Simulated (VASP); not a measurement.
# CuO (Cccm) in VASP: further runs

CuO is run at these levels: PBEsol; tasks: single point, relaxation of shape and atoms at fixed volume.

All numbers are computed with VASP 6.6.1; they aren't measurements. Logs are shortened: lines on timing, memory, paths and dates and some standing lists are left out, and cuts for length are marked.

### Step 1. The cell of the first run

Symmetry: Cccm, No. 66, orthorhombic system. The conventional cell has a = 4.145 Å, b = 4.154 Å, c = 5.102 Å, α = 90.00°, β = 90.00°, γ = 90.00°. Cu (site symmetry 2/m) has 4 O at 1.94 Å within 2.6 Å. Within 2.6 Å of O (site symmetry 222) lie 4 Cu at 1.94 Å and 2 O at 2.55 Å.

### Step 2. Single point, PBEsol (10.98 Å³/atom)

The input, INCAR:

```
SYSTEM = CuO
ALGO = Normal ; EDIFF = 1E-6
ENCUT = 520 ; GGA = PS
ISIF = 2 ; ISMEAR = 0
LASPH = .TRUE. ; LCHARG = .FALSE.
LREAL = .FALSE. ; LWAVE = .FALSE.
NBANDS = 25 ; NELM = 60
PREC = Accurate ; SIGMA = 0.1
```

The input, KPOINTS:

```
k-points
0
G
  14 14 8
  0 0 0
```

The input, POSCAR:

```
CuO
1.0
    2.0726151964     -2.0770864498      0.0000000000
    2.0726151964      2.0770864498      0.0000000000
    0.0000000000      0.0000000000      5.1023916278
Cu O
2 2
Direct
    0.0000000000      0.5000000000      0.0000000000
    0.5000000000      0.0000000000      0.5000000000
    0.5000000000      0.5000000000      0.2500000000
    0.5000000000      0.5000000000      0.7500000000
```

Potentials or basis: VASP PAW PBE potentials, release 64 (Cu, O).

Run with:

```console
$ cat potpaw_PBE.64/Cu/POTCAR potpaw_PBE.64/O/POTCAR > POTCAR
$ mpirun -np 1 vasp_std > vasp.out
```

OUTCAR:

```text
SYSTEM = CuO
   EDIFF = 1E-6
   ENCUT = 520
   GGA = PS
   ISIF = 2
   ISMEAR = 0
   LASPH = .TRUE.
   LREAL = .FALSE.
   NELM = 60
   PREC = Accurate

 ion  position               nearest neighbor table
   1  0.000  0.500  0.000-   3 1.94   4 1.94   3 1.94   4 1.94
   2  0.500  0.000  0.500-   3 1.94   4 1.94   3 1.94   4 1.94
   3  0.500  0.500  0.250-   1 1.94   2 1.94   2 1.94   1 1.94
   4  0.500  0.500  0.750-   1 1.94   2 1.94   2 1.94   1 1.94

  LATTYP: Found a base centered orthorhombic cell.
 ALAT       =     4.1452303928
 B/A-ratio  =     1.0021573003
 C/A-ratio  =     1.2309066431

  Lattice vectors:

 A1 = (   2.0726151964,  -2.0770864498,   0.0000000000)
 A2 = (   2.0726151964,   2.0770864498,   0.0000000000)
 A3 = (   0.0000000000,   0.0000000000,   5.1023916278)

Analysis of symmetry for initial positions (statically):
=====================================================================
 Subroutine PRICEL returns:
 Original cell was already a primitive cell.

 Routine SETGRP: Setting up the symmetry group for a
 base centered orthorhombic supercell.

 Subroutine GETGRP returns: Found  8 space group operations
 (whereof  4 operations were pure point group operations)
 out of a pool of  8 trial point group operations.

The static configuration has the point symmetry C_2h.
 The point group associated with its full space group is D_2h.

Analysis of symmetry for dynamics (positions and initial velocities):
=====================================================================
 Subroutine PRICEL returns:
 Original cell was already a primitive cell.

 Routine SETGRP: Setting up the symmetry group for a
 base centered orthorhombic supercell.

 Subroutine GETGRP returns: Found  8 space group operations
 (whereof  4 operations were pure point group operations)
 out of a pool of  8 trial point group operations.

The dynamic configuration has the point symmetry C_2h.
 The point group associated with its full space group is D_2h.

 Subroutine INISYM returns: Found  8 space group operations
 (whereof  4 operations are pure point group operations),
 and found     1 'primitive' translations

----------------------------------------------------------------------------------------

                                     Primitive cell

  volume of cell :      43.9316

  direct lattice vectors                    reciprocal lattice vectors
     2.072615196 -2.077086450  0.000000000     0.241241115 -0.240721805  0.000000000
     2.072615196  2.077086450  0.000000000     0.241241115  0.240721805  0.000000000
     0.000000000  0.000000000  5.102391628     0.000000000  0.000000000  0.195986524

  length of vectors
     2.934283877  2.934283877  5.102391628     0.340799447  0.340799447  0.195986524

  position of ions in fractional coordinates (direct lattice)
     0.000000000  0.500000000  0.000000000
     0.500000000  0.000000000  0.500000000
     0.500000000  0.500000000  0.250000000
     0.500000000  0.500000000  0.750000000

  ion indices of the primitive-cell ions
   primitive index   ion index
                 1           1
                 2           2
                 3           3
                 4           4

----------------------------------------------------------------------------------------

 KPOINTS: k-points

Automatic generation of k-mesh.
 Grid dimensions read from file:
 generate k-points for:   14   14    8

 Generating k-lattice:

  Cartesian coordinates                     Fractional coordinates (reciprocal lattice)
     0.017231508 -0.017194415  0.000000000     0.071428571  0.000000000  0.000000000
     0.017231508  0.017194415  0.000000000     0.000000000  0.071428571  0.000000000
     0.000000000  0.000000000  0.024498316     0.000000000  0.000000000  0.125000000

  Length of vectors
     0.024342818  0.024342818  0.024498316

  Shift w.r.t. Gamma in fractional coordinates (k-lattice)
     0.000000000  0.000000000  0.000000000

 Subroutine IBZKPT returns following result:
 ===========================================

 Found    285 irreducible k-points:

 Following reciprocal coordinates:
            Coordinates               Weight
  0.000000  0.000000  0.000000      1.000000
  0.071429 -0.000000  0.000000      4.000000
  0.142857 -0.000000  0.000000      4.000000
  0.214286  0.000000  0.000000      4.000000
  0.285714  0.000000  0.000000      4.000000
  0.357143  0.000000  0.000000      4.000000
[... 16 lines left out ...]
  0.214286  0.142857  0.000000      4.000000
  0.285714  0.142857  0.000000      4.000000
 [... further k-points ...]
   k-points           NKPTS =    285   k-points in BZ     NKDIM =    285   number of bands    NBANDS=     25
   number of dos      NEDOS =    301   number of ions     NIONS =      4
   total plane-waves  NPLWV =  23040
   dimension x,y,z NGX =    24 NGY =   24 NGZ =   40
   dimension x,y,z NGXF=    48 NGYF=   48 NGZF=   80
   ions per type =               2   2
   NGX,Y,Z   is equivalent  to a cutoff of  13.60, 13.60, 13.03 a.u.
   NGXF,Y,Z  is equivalent  to a cutoff of  27.20, 27.20, 26.07 a.u.
 SYSTEM =  CuO
   PREC   = accura    normal or accurate (medium, high low for compatibility)
   ISTART =      0    job   : 0-new  1-cont  2-samecut
   ICHARG =      2    charge: 1-file 2-atom 10-const
   ISPIN  =      1    spin polarized calculation?
   LNONCOLLINEAR =      F non collinear calculations
   LSORBIT =      F    spin-orbit coupling
   LASPH  =      T    aspherical Exc in radial PAW
   ENCUT  =  520.0 eV  38.22 Ry    6.18 a.u.   5.46  5.46  9.49*2*pi/ulx,y,z
   NELM   =     60;   NELMIN=  2; NELMDL= -5     # of ELM steps
   EDIFF  = 0.1E-05   stopping-criterion for ELM
   LREAL  =      F    real-space projection
[... 7 lines left out ...]
   TEBEG  =    0.0;   TEEND  =   0.0 temperature during run
   PSTRESS=    0.0 pullay stress
   NELECT =      34.0000    total number of electrons
   NUPDOWN=      -1.0000    fix difference up-down
   EMIN   =  10.00;   EMAX   =-10.00  energy-range for DOS
   EFERMI =   0.00;   METHOD = LEGACY
   ISMEAR =     0;   SIGMA  =   0.10  broadening in eV -4-tet -1-fermi 0-gaus
   EFERMI_NEDOS =   21; number of points for ismear=-14 and -15
   IALGO  =     38    algorithm
   IMIX   =      4    mixing-type and parameters
     AMIX     =   0.40;   BMIX     =  1.00
     AMIX_MAG =   1.60;   BMIX_MAG =  1.00
  volume/ion in A,a.u.               =      10.98        74.12
  Fermi-wavevector in a.u.,A,eV,Ry     =   1.503057  2.840366 30.738016  2.259180
  Thomas-Fermi vector in A             =   2.614217
   LORBIT       =      0    0 simple, 1 ext, 2 COOP (PROOUT), +10 PAW based schemes
   GGA     = PS    functional components
   LHFCALC =     F    Hartree Fock is set to
   AEXX    =    0.0000 exact exchange contribution
   IVDW    =     0    specifies the selected vdW correction
   LEPSILON=     F    determine dielectric tensor
   LRPA    =     F    only Hartree local field effects (RPA)
 non-spin polarized calculation
 Gauss-broadening in eV      SIGMA  =   0.10
  energy-cutoff  :      520.00
  volume of cell :       43.93
 maximum number of plane-waves:      1205
 NGX is ok and might be reduce to    24
   NGX = 11   NGY = 11   NGZ = 19

 number of electron      34.0000000 magnetization

 Free energy of the ion-electron system (eV)
  ---------------------------------------------------
  ext. energy  EPLUGINS =         0.00000000
  ---------------------------------------------------
  free energy    TOTEN  =       -21.47158428 eV

  energy without entropy =      -21.45887526  energy(sigma->0) =      -21.46522977

 E-fermi :   4.8567     XC(G=0): -11.6372

 val. band max:        4.8509743031   @ k =   0.4286   0.4286   0.3750
 cond. band min:       4.8616519034   @ k =   0.3571   0.0000   0.1250
 fundamental gap:      0.0106776004
 Fermi energy:         4.8566716415

 k-point     1 :       0.0000    0.0000    0.0000
  band No.  band energies     occupation
      1     -14.9898      2.00000
      2     -13.5946      2.00000
      3      -3.4260      2.00000
      4      -0.7047      2.00000
      5      -0.7001      2.00000
      6       1.0404      2.00000
[... 17 lines left out ...]
     24      19.2534      0.00000
     25      19.4877      0.00000

 k-point     2 :       0.0714   -0.0000    0.0000
  band No.  band energies     occupation
      1     -14.9623      2.00000
      2     -13.5866      2.00000
      3      -3.3785      2.00000
      4      -0.7267      2.00000
      5      -0.6886      2.00000
      6       0.6997      2.00000
[... 17 lines left out ...]
     24      19.3399      0.00000
     25      19.5240      0.00000

 k-point     3 :       0.1429   -0.0000    0.0000
  band No.  band energies     occupation
      1     -14.8835      2.00000
      2     -13.5638      2.00000
      3      -3.2424      2.00000
      4      -0.7851      2.00000
      5      -0.6501      2.00000
      6       0.0431      2.00000
[... 17 lines left out ...]
     24      19.5631      0.00000
     25      19.5689      0.00000

 k-point     4 :       0.2143    0.0000    0.0000
  band No.  band energies     occupation
      1     -14.7661      2.00000
      2     -13.5310      2.00000
      3      -3.0373      2.00000
      4      -0.8466      2.00000
      5      -0.6813      2.00000
      6      -0.5931      2.00000
[... 17 lines left out ...]
     24      19.4584      0.00000
     25      19.7333      0.00000
[... 477 lines left out ...]
 k-point    22 :       0.1429    0.1429    0.0000
  band No.  band energies     occupation
      1     -14.7785      2.00000
      2     -13.5348      2.00000
      3      -3.0574      2.00000
      4      -0.7680      2.00000
      5      -0.6868      2.00000
      6      -0.0799      2.00000
[... 17 lines left out ...]
     24      17.5832      0.00000
     25      19.8145      0.00000

 k-point    23 :       0.2143    0.1429    0.0000
  band No.  band energies     occupation
      1     -14.6632      2.00000
      2     -13.5038      2.00000
      3      -2.8504      2.00000
      4      -0.8036      2.00000
      5      -0.6560      2.00000
      6      -0.6414      2.00000
[... 17 lines left out ...]
     24      17.3344      0.00000
     25      19.8204      0.00000

 k-point    24 :       0.2857    0.1429    0.0000
  band No.  band energies     occupation
      1     -14.5298      2.00000
      2     -13.4693      2.00000
      3      -2.6070      2.00000
      4      -1.2973      2.00000
      5      -0.8197      2.00000
      6      -0.5769      2.00000
[... 17 lines left out ...]
     24      17.6178      0.00000
     25      19.5041      0.00000

 [... further k-points ...]

------------------------ aborting loop because EDIFF is reached ----------------------------------------

  FORCE on cell =-STRESS in cart. coord.  units (eV):
  Direction    XX          YY          ZZ          XY          YZ          ZX
  --------------------------------------------------------------------------------------
  -------------------------------------------------------------------------------------
  Total       -1.0245852     -1.0349676     -0.9449780     -0.0000000      0.0000000      0.0000000
  in kB      -37.3664320    -37.7450757    -34.4631709     -0.0000000      0.0000000      0.0000000
  external PRESSURE =     -36.5248929 kB  Pullay stress =       0.0000000 kB

 VOLUME and BASIS-vectors are now :
 -----------------------------------------------------------------------------
  energy-cutoff  :      520.00
  volume of cell :       43.93
      direct lattice vectors                 reciprocal lattice vectors
     2.072615196 -2.077086450  0.000000000     0.241241115 -0.240721805  0.000000000
     2.072615196  2.077086450  0.000000000     0.241241115  0.240721805  0.000000000
     0.000000000  0.000000000  5.102391628     0.000000000  0.000000000  0.195986524

 POSITION                                       TOTAL-FORCE (eV/Angst)
 -----------------------------------------------------------------------------------
      1.03631      1.03854      0.00000         0.000000     -0.000000      0.000000
      1.03631     -1.03854      2.55120        -0.000000     -0.000000      0.000000
      2.07262      0.00000      1.27560         0.000000      0.000000      0.000000
      2.07262      0.00000      3.82679         0.000000     -0.000000      0.000000
 -----------------------------------------------------------------------------------
    total drift:                                0.000000     -0.000000     -0.000000

  FREE ENERGIE OF THE ION-ELECTRON SYSTEM (eV)
  ---------------------------------------------------
  free  energy   TOTEN  =       -21.4715842783 eV

  energy  without entropy=      -21.4588752622  energy(sigma->0) =      -21.46522977
```

Run time: 97 s. Hardware: 1 thread of Intel Xeon 6975P-C (Granite Rapids), shared host; peak memory 0.36 GiB.

What came out:

```yaml
Free_energy: -21.4716 eV
Pressure: -3.7 GPa
Band_gap_on_the_k_mesh: zero (bands 17 and 18 overlap by 1.22 eV)
```

Stress tensor (GPa, compression positive):
```
-3.74  0.00  0.00
 0.00 -3.77  0.00
 0.00  0.00 -3.45
```

Caveat: the cell stands under tension; the PAW data sets were made with another functional, which shifts forces and pressure a little; semilocal functionals often make such compounds metallic where correlation or magnetic order opens a gap, which also shifts bond lengths. With open d or f shells a metallic result of PBEsol can be an artefact of self-interaction; +U or a hybrid may open a gap.

### Step 3. Relaxation of shape and atoms at fixed volume, PBEsol (10.98 Å³/atom)

The input, INCAR:

```
SYSTEM = CuO
PREC = Accurate ; ENCUT = 600
EDIFF = 1E-7 ; ISMEAR = 0
SIGMA = 0.1 ; LREAL = .FALSE.
LASPH = .TRUE. ; NELM = 80
ALGO = Normal ; ISIF = 4
LWAVE = .FALSE. ; LCHARG = .FALSE.
GGA = PS ; IBRION = 2
NSW = 50 ; EDIFFG = -0.01
```

The input, KPOINTS:

```
regular mesh
0
G
  14 14 8
  0 0 0
```

The input, POSCAR:

```
CuO
1.0
    2.0627575005     -2.0706600700      0.0000000000
    2.0627575005      2.0706600700      0.0000000000
    0.0000000000      0.0000000000      5.1426865689
Cu O
2 2
Direct
    0.0000000000      0.5000000000      0.0000000000
    0.5000000000      0.0000000000      0.5000000000
    0.5000000000      0.5000000000      0.2500000000
    0.5000000000      0.5000000000      0.7500000000
```

Potentials or basis: VASP PAW PBE potentials, release 64 (Cu, O).

Run with:

```console
$ cat potpaw_PBE.64/Cu/POTCAR potpaw_PBE.64/O/POTCAR > POTCAR
$ mpirun -np 1 vasp_std > vasp.out
```

It took 7.7 min on 1 thread of Intel Xeon Platinum 8259CL at 2.50GHz (Skylake/Cascade Lake), shared host; peak memory 0.39 GiB.

It converged, with:

```
Free energy               : -21.4756 eV
Energy gained by relaxing : 0.3 meV/atom
Ionic steps               : 3
Pressure after relaxing   : -3.7 GPa
Band gap on the k mesh    : zero (bands 17 and 18 overlap by 1.22 eV)
```

Stress tensor (GPa, compression positive):
```
-3.76  0.00  0.00
 0.00 -3.82  0.00
 0.00  0.00 -3.62
```

The path:
| step | energy change (eV) | largest force (eV/Å) | pressure (GPa) | volume (Å³) |
| --- | --- | --- | --- | --- |
| 1 | 0.0000 | 0.0000 | -4.20 | 43.93 |
| 2 | -0.0010 | 0.0000 | -3.97 | 43.93 |
| 3 | -0.0013 | 0.0000 | -3.73 | 43.93 |

Final structure:
```
Cu O
1.0
     2.07074   -2.07774    0.00000
     2.07074    2.07774    0.00000
     0.00000    0.00000    5.10539
Cu O
2 2
Direct
  0.00000 0.50000 0.00000
  0.50000 0.00000 0.50000
  0.50000 0.50000 0.25000
  0.50000 0.50000 0.75000
```

Levels at points of the mesh, in eV from the Fermi level:
| k point | band 13 | band 14 | band 15 | band 16 | band 17 | band 18 | band 19 | band 20 | band 21 |
| --- | --- | --- | --- | --- | --- | --- | --- | --- | --- |
| (0.00, 0.00, 0.00) | -2.44 | -2.42 | -2.32 | -1.91 | 0.68 | 0.69 | 1.37 | 5.95 | 7.31 |
| (0.50, 0.00, 0.00) | -2.32 | -1.91 | -1.60 | -1.53 | 0.21 | 0.47 | 3.62 | 5.82 | 6.39 |
| (0.50, 0.50, 0.00) | -2.39 | -2.39 | -1.64 | -1.22 | -1.22 | 1.13 | 1.94 | 7.16 | 9.77 |
| (0.00, 0.00, 0.50) | -2.29 | -2.29 | -1.58 | -1.58 | 0.09 | 0.09 | 3.42 | 3.42 | 11.63 |
| (0.50, 0.00, 0.50) | -2.41 | -2.38 | -2.06 | -1.85 | -0.18 | 0.68 | 4.23 | 5.86 | 8.13 |
| (0.50, 0.50, 0.50) | -1.93 | -1.93 | -1.45 | -1.45 | -0.54 | -0.54 | 3.86 | 3.86 | 10.50 |

Caveat: the PAW data sets were made with another functional, which shifts forces and pressure a little; semilocal functionals often make such compounds metallic where correlation or magnetic order opens a gap, which also shifts bond lengths.
